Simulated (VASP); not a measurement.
# Co in VASP: further runs

The runs below take Co through single point, with PBE.

Program: VASP 6.6.1. These are calculated values, not measurements. Logs are shortened: lines on timing, memory, paths and dates and some standing lists are left out, and cuts for length are marked.

## Step 1: The cell of the first run

Symmetry: Fm-3m, No. 225, cubic system. Conventional cell: a = 3.522 Å, b = 3.522 Å, c = 3.522 Å, α = 90.00°, β = 90.00°, γ = 90.00°. Co (site symmetry m-3m) has 12 Co at 2.49 Å within 3.3 Å.

## Step 2: Single point, PBE, collinear spin, ferromagnetic start

Contents of INCAR:

```
SYSTEM = Co
  PREC = Accurate
  ENCUT = 520
  EDIFF = 1E-7
  ISMEAR = -1
  SIGMA = 0.1
  LREAL = .False.
  LASPH = .True.
  NELM = 150
  ALGO = Normal
  ISIF = 2
  LWAVE = .False.
  LCHARG = .True.
  ISPIN = 2
  MAGMOM = 1.717
  LORBIT = 11
  LMAXMIX = 4
  GGA = PE
  LELF = .True.
  LVHAR = .True.
  NBANDS = 14
```

Contents of KPOINTS:

```
regular mesh
0
Gamma
  8 8 8
  0 0 0
```

Contents of POSCAR:

```
Co
1.0
    0.0000000000      1.7610718056      1.7610718056
    1.7610718056      0.0000000000      1.7610718056
    1.7610718056      1.7610718056      0.0000000000
Co
1
Direct
    0.0000000000      0.0000000000      0.0000000000
```

Potentials or basis: VASP PAW PBE potentials, release 64 (Co).

Run with:

```
$ cat potpaw_PBE.64/Co/POTCAR > POTCAR
$ mpirun -np 1 vasp_std > vasp.out
```

OUTCAR:

```text
SYSTEM = Co
   PREC = Accurate
   ENCUT = 520
   EDIFF = 1E-7
   ISMEAR = -1
   LREAL = .False.
   LASPH = .True.
   NELM = 150
   ISIF = 2
   ISPIN = 2
   LORBIT = 11
   GGA = PE

 ion  position               nearest neighbor table
   1  0.000  0.000  0.000-

  LATTYP: Found a face centered cubic cell.
 ALAT       =     3.5221436112

  Lattice vectors:

 A1 = (   0.0000000000,   1.7610718056,   1.7610718056)
 A2 = (   1.7610718056,   0.0000000000,   1.7610718056)
 A3 = (   1.7610718056,   1.7610718056,   0.0000000000)

Analysis of symmetry for initial positions (statically):
=====================================================================
 Subroutine PRICEL returns:
 Original cell was already a primitive cell.

 Routine SETGRP: Setting up the symmetry group for a
 face centered cubic supercell.

 Subroutine GETGRP returns: Found 48 space group operations
 (whereof 48 operations were pure point group operations)
 out of a pool of 48 trial point group operations.

The static configuration has the point symmetry O_h .

Analysis of symmetry for dynamics (positions and initial velocities):
=====================================================================
 Subroutine PRICEL returns:
 Original cell was already a primitive cell.

 Routine SETGRP: Setting up the symmetry group for a
 face centered cubic supercell.

 Subroutine GETGRP returns: Found 48 space group operations
 (whereof 48 operations were pure point group operations)
 out of a pool of 48 trial point group operations.

The dynamic configuration has the point symmetry O_h .

Analysis of structural, dynamic, and magnetic symmetry:
=====================================================================
 Subroutine PRICEL returns:
 Original cell was already a primitive cell.

 Routine SETGRP: Setting up the symmetry group for a
 face centered cubic supercell.

 Subroutine GETGRP returns: Found 48 space group operations
 (whereof 48 operations were pure point group operations)
 out of a pool of 48 trial point group operations.

The overall configuration has the point symmetry O_h .

 Subroutine INISYM returns: Found 48 space group operations
 (whereof 48 operations are pure point group operations),
 and found     1 'primitive' translations

----------------------------------------------------------------------------------------

                                     Primitive cell

  volume of cell :      10.9235

  direct lattice vectors                    reciprocal lattice vectors
     0.000000000  1.761071806  1.761071806    -0.283918009  0.283918009  0.283918009
     1.761071806  0.000000000  1.761071806     0.283918009 -0.283918009  0.283918009
     1.761071806  1.761071806  0.000000000     0.283918009  0.283918009 -0.283918009

  length of vectors
     2.490531632  2.490531632  2.490531632     0.491760416  0.491760416  0.491760416

  position of ions in fractional coordinates (direct lattice)
     0.000000000  0.000000000  0.000000000

  ion indices of the primitive-cell ions
   primitive index   ion index
                 1           1

----------------------------------------------------------------------------------------

 KPOINTS: regular mesh

Automatic generation of k-mesh.
 Grid dimensions read from file:
 generate k-points for:    8    8    8

 Generating k-lattice:

  Cartesian coordinates                     Fractional coordinates (reciprocal lattice)
    -0.035489751  0.035489751  0.035489751     0.125000000  0.000000000  0.000000000
     0.035489751 -0.035489751  0.035489751     0.000000000  0.125000000  0.000000000
     0.035489751  0.035489751 -0.035489751     0.000000000  0.000000000  0.125000000

  Length of vectors
     0.061470052  0.061470052  0.061470052

  Shift w.r.t. Gamma in fractional coordinates (k-lattice)
     0.000000000  0.000000000  0.000000000

 Subroutine IBZKPT returns following result:
 ===========================================

 Found     29 irreducible k-points:

 Following reciprocal coordinates:
            Coordinates               Weight
  0.000000  0.000000  0.000000      1.000000
  0.125000  0.000000  0.000000      8.000000
  0.250000  0.000000  0.000000      8.000000
  0.375000  0.000000  0.000000      8.000000
  0.500000  0.000000  0.000000      4.000000
  0.125000  0.125000  0.000000      6.000000
[... 16 lines left out ...]
  0.500000  0.250000  0.125000     48.000000
 -0.375000  0.250000  0.125000     24.000000
 [... further k-points ...]
   k-points           NKPTS =     29   k-points in BZ     NKDIM =     29   number of bands    NBANDS=     14
   number of dos      NEDOS =    301   number of ions     NIONS =      1
   total plane-waves  NPLWV =   8000
   dimension x,y,z NGX =    20 NGY =   20 NGZ =   20
   dimension x,y,z NGXF=    40 NGYF=   40 NGZF=   40
   ions per type =               1
   NGX,Y,Z   is equivalent  to a cutoff of  13.35, 13.35, 13.35 a.u.
   NGXF,Y,Z  is equivalent  to a cutoff of  26.70, 26.70, 26.70 a.u.
 SYSTEM =  Co
   PREC   = accura    normal or accurate (medium, high low for compatibility)
   ISTART =      0    job   : 0-new  1-cont  2-samecut
   ICHARG =      2    charge: 1-file 2-atom 10-const
   ISPIN  =      2    spin polarized calculation?
   LNONCOLLINEAR =      F non collinear calculations
   LSORBIT =      F    spin-orbit coupling
   LASPH  =      T    aspherical Exc in radial PAW
   ENCUT  =  520.0 eV  38.22 Ry    6.18 a.u.   4.63  4.63  4.63*2*pi/ulx,y,z
   NELM   =    150;   NELMIN=  2; NELMDL= -5     # of ELM steps
   EDIFF  = 0.1E-06   stopping-criterion for ELM
   LREAL  =      F    real-space projection
   EDIFFG = 0.1E-05   stopping-criterion for IOM
   NSW    =      0    number of steps for IOM
   IBRION =     -1    ionic relax: 0-MD 1-quasi-New 2-CG
   NFREE  =      0    steps in history (QN), initial steepest desc. (CG)
   ISIF   =      2    stress and relaxation
   ISYM   =      2    0-nonsym 1-usesym 2-fastsym
   POTIM  = 0.5000    time-step for ionic-motion
   TEBEG  =    0.0;   TEEND  =   0.0 temperature during run
   PSTRESS=    0.0 pullay stress
   NELECT =       9.0000    total number of electrons
   NUPDOWN=      -1.0000    fix difference up-down
   EMIN   =  10.00;   EMAX   =-10.00  energy-range for DOS
   EFERMI =   0.00;   METHOD = LEGACY
   ISMEAR =    -1;   SIGMA  =   0.10  broadening in eV -4-tet -1-fermi 0-gaus
   EFERMI_NEDOS =   21; number of points for ismear=-14 and -15
   IALGO  =     38    algorithm
   IMIX   =      4    mixing-type and parameters
     AMIX     =   0.40;   BMIX     =  1.00
     AMIX_MAG =   1.60;   BMIX_MAG =  1.00
  volume/ion in A,a.u.               =      10.92        73.72
  Fermi-wavevector in a.u.,A,eV,Ry     =   1.534742  2.900241 32.047596  2.355432
  Thomas-Fermi vector in A             =   2.641627
   LORBIT       =     11    0 simple, 1 ext, 2 COOP (PROOUT), +10 PAW based schemes
   GGA     = PE    functional components
   LHFCALC =     F    Hartree Fock is set to
   AEXX    =    0.0000 exact exchange contribution
   IVDW    =     0    specifies the selected vdW correction
   LEPSILON=     F    determine dielectric tensor
   LRPA    =     F    only Hartree local field effects (RPA)
 spin polarized calculation
  energy-cutoff  :      520.00
  volume of cell :       10.92
 maximum number of plane-waves:       304
   NGX =  9   NGY =  9   NGZ =  9

 number of electron       8.9999997 magnetization       1.6943922

 Free energy of the ion-electron system (eV)
  ---------------------------------------------------
  ext. energy  EPLUGINS =         0.00000000
  ---------------------------------------------------
  free energy    TOTEN  =        -7.04533347 eV

  energy without entropy =       -7.00603553  energy(sigma->0) =       -7.02568450

 E-fermi :  10.2348     XC(G=0): -13.3657

 val. band max:       10.1859139008   @ k =   0.5000   0.2500   0.0000
 cond. band min:      10.2352102048   @ k =  -0.1250   0.1250   0.0000
 fundamental gap:      0.0492963040
 Fermi energy:        10.2347857563

 spin component 1

 k-point     1 :       0.0000    0.0000    0.0000
  band No.  band energies     occupation
      1       1.2672      1.00000
      2       7.5274      1.00000
      3       7.5274      1.00000
      4       7.5274      1.00000
      5       8.5352      1.00000
      6       8.5352      1.00000
      7      33.2254      0.00000
      8      37.5172      0.00000
      9      37.5172      0.00000
     10      37.5172      0.00000
     11      40.6908      0.00000
     12      40.6908      0.00000
     13      40.6908      0.00000
     14      43.2570      0.00000

 k-point     2 :       0.1250    0.0000    0.0000
  band No.  band energies     occupation
      1       1.8752      1.00000
      2       7.3735      1.00000
      3       7.6535      1.00000
      4       7.6535      1.00000
      5       8.4949      1.00000
      6       8.4949      1.00000
      7      30.9028      0.00000
      8      34.4450      0.00000
      9      36.6883      0.00000
     10      36.6883      0.00000
     11      41.5474      0.00000
     12      41.9291      0.00000
     13      41.9291      0.00000
     14      46.1838      0.00000
[... 343 lines left out ...]
      1       5.7637      1.00000
      2       6.7109      1.00000
      3       7.1432      1.00000
      4       8.1887      1.00000
      5       9.1199      0.99999
      6      11.3901      0.00001
      7      20.3052      0.00000
      8      25.7518      0.00000
      9      28.8792      0.00000
     10      36.1840      0.00000
     11      39.8330      0.00000
     12      44.2985      0.00000
     13      46.5150      0.00000
     14      47.1604      0.00000

 k-point    24 :      -0.3750    0.2500    0.1250
  band No.  band energies     occupation
      1       5.9488      1.00000
      2       6.5999      1.00000
      3       7.4904      1.00000
      4       8.0327      1.00000
      5       9.3785      0.99981
      6      13.6658      0.00000
      7      16.6717      0.00000
      8      26.2042      0.00000
      9      27.3503      0.00000
     10      35.7467      0.00000
     11      39.8897      0.00000
     12      46.3235      0.00000
     13      46.8800      0.00000
     14      49.7008      0.00000

 [... further k-points ...]

 spin component 2

 k-point     1 :       0.0000    0.0000    0.0000
  band No.  band energies     occupation
      1       1.3125      1.00000
      2       9.1349      0.99998
      3       9.1349      0.99998
      4       9.1349      0.99998
      5      10.5955      0.02642
      6      10.5955      0.02642
      7      32.9367      0.00000
      8      37.7080      0.00000
      9      37.7080      0.00000
     10      37.7080      0.00000
     11      41.0240      0.00000
     12      41.0240      0.00000
     13      41.0240      0.00000
     14      42.9191      0.00000

 k-point     2 :       0.1250    0.0000    0.0000
  band No.  band energies     occupation
      1       1.9242      1.00000
      2       8.9303      1.00000
      3       9.2791      0.99993
      4       9.2791      0.99993
      5      10.5361      0.04683
      6      10.5361      0.04683
      7      31.0599      0.00000
      8      34.3323      0.00000
      9      36.9857      0.00000
     10      36.9857      0.00000
     11      41.4810      0.00000
     12      42.1127      0.00000
     13      42.1127      0.00000
     14      47.5784      0.00000
[... 343 lines left out ...]
      1       6.4990      1.00000
      2       8.0024      1.00000
      3       8.6558      1.00000
      4      10.0250      0.89068
      5      10.9750      0.00061
      6      12.7754      0.00000
      7      20.9036      0.00000
      8      26.1339      0.00000
      9      29.2427      0.00000
     10      36.3429      0.00000
     11      40.0120      0.00000
     12      44.9058      0.00000
     13      46.8986      0.00000
     14      50.2826      0.00000

 k-point    24 :      -0.3750    0.2500    0.1250
  band No.  band energies     occupation
      1       7.0277      1.00000
      2       7.9909      1.00000
      3       8.7646      1.00000
      4       9.8842      0.97086
      5      11.2794      0.00003
      6      14.5274      0.00000
      7      17.5446      0.00000
      8      26.5561      0.00000
      9      27.7776      0.00000
     10      35.8580      0.00000
     11      40.1483      0.00000
     12      46.9664      0.00000
     13      49.6698      0.00000
     14      49.9930      0.00000

 [... further k-points ...]

------------------------ aborting loop because EDIFF is reached ----------------------------------------

  FORCE on cell =-STRESS in cart. coord.  units (eV):
  Direction    XX          YY          ZZ          XY          YZ          ZX
  --------------------------------------------------------------------------------------
  -------------------------------------------------------------------------------------
  Total        0.0023994      0.0023994      0.0023994      0.0000000      0.0000000      0.0000000
  in kB        0.3519247      0.3519247      0.3519247      0.0000000      0.0000000      0.0000000
  external PRESSURE =       0.3519247 kB  Pullay stress =       0.0000000 kB

 VOLUME and BASIS-vectors are now :
 -----------------------------------------------------------------------------
  energy-cutoff  :      520.00
  volume of cell :       10.92
      direct lattice vectors                 reciprocal lattice vectors
     0.000000000  1.761071806  1.761071806    -0.283918009  0.283918009  0.283918009
     1.761071806  0.000000000  1.761071806     0.283918009 -0.283918009  0.283918009
     1.761071806  1.761071806  0.000000000     0.283918009  0.283918009 -0.283918009

 POSITION                                       TOTAL-FORCE (eV/Angst)
 -----------------------------------------------------------------------------------
      0.00000      0.00000      0.00000        -0.000000     -0.000000     -0.000000
 -----------------------------------------------------------------------------------
    total drift:                               -0.000000     -0.000000     -0.000000

  FREE ENERGIE OF THE ION-ELECTRON SYSTEM (eV)
  ---------------------------------------------------
  free  energy   TOTEN  =        -7.0453334682 eV

  energy  without entropy=       -7.0060355288  energy(sigma->0) =       -7.02568450

 total charge

# of ion       s       p       d       tot
------------------------------------------
    1        0.489   0.521   7.248   8.257

 magnetization (x)

# of ion       s       p       d       tot
------------------------------------------
    1       -0.010  -0.043   1.761   1.709
```

Run time: 8.1 s. Hardware: 1 thread of AMD EPYC 9R45 (Zen 5), shared host; peak memory 0.1 GiB.

Results:

| Property | Result |
| --- | --- |
| Free energy | -7.0453 eV |
| Pressure | 0.0 GPa |
| Net moment | 1.69 μB per cell |
| Site moments | Co +1.71 μB |
| Valence electrons inside the program's atomic spheres | Co 8.26 |

Levels at points of the mesh, in eV from the Fermi level:
Spin up:
| k point | band 3 | band 4 | band 5 | band 6 | band 7 | band 8 |
| --- | --- | --- | --- | --- | --- | --- |
| (0.00, 0.00, 0.00) | -2.71 | -2.71 | -1.70 | -1.70 | 22.99 | 27.28 |
| (0.50, 0.00, 0.00) | -2.85 | -0.80 | -0.80 | -0.28 | 6.07 | 21.56 |
| (0.50, 0.50, 0.00) | -0.92 | -0.53 | -0.53 | 2.51 | 9.50 | 14.83 |
Spin down:
```tsv
k point	band 1	band 2	band 3	band 4	band 5	band 6	band 7	band 8	band 9
(0.00, 0.00, 0.00)	-8.92	-1.10	-1.10	-1.10	0.36	0.36	22.70	27.47	27.47
(0.50, 0.00, 0.00)	-4.23	-1.10	-1.10	-0.29	1.16	1.16	7.11	21.28	25.13
(0.50, 0.50, 0.00)	-4.02	-3.33	1.23	1.32	1.32	2.55	10.45	15.02	15.02
```

Caveat: the k points lie up to 0.39 Å⁻¹ apart.

(Continued in part 2 of 2.)
